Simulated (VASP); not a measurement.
A run of VASP 6.6.1:

The input INCAR:

```
SYSTEM = P
PREC = Accurate
ENCUT = 520
EDIFF = 1E-6
ISMEAR = 0
SIGMA = 0.05
LREAL = .FALSE.
LASPH = .TRUE.
NELM = 80
ALGO = Normal
ISIF = 2
LWAVE = .FALSE.
LCHARG = .TRUE.
GGA = PS
LELF = .TRUE.
LVHAR = .TRUE.
NBANDS = 18
```

Contents of KPOINTS:

```
Automatic mesh
0
G
  8 1 6
  0 0 0
```

POSCAR

```
P
1.0
    3.2837277200      0.0000000000      0.0000000000
    0.0000000000     34.8570309900      0.0000000000
    0.0000000000      0.0000000000      4.6320847100
P
4
Direct
    0.0000000000      0.9702614300      0.5705621684
    0.0000000000      0.0297385700      0.4078492800
    0.5000000000      0.0297385700      0.0921507200
    0.5000000000      0.9702614300      0.9078492800
```

Potentials or basis: VASP PAW PBE potentials, release 64 (P).

The run is started by

```sh
$ cat potpaw_PBE.64/P/POTCAR > POTCAR
$ mpirun -np 1 vasp_std > vasp.out
```

Hardware: 1 thread of Oxide Virtual Turin-like Processor, with other jobs on the host.

Problem. How long does it take, and how much memory?

Solution. Run time: 6.9 min on 1 thread of Oxide Virtual Turin-like Processor (shared host), peak memory 0.53 GiB. Counts: scf iterations 23, k points 20.
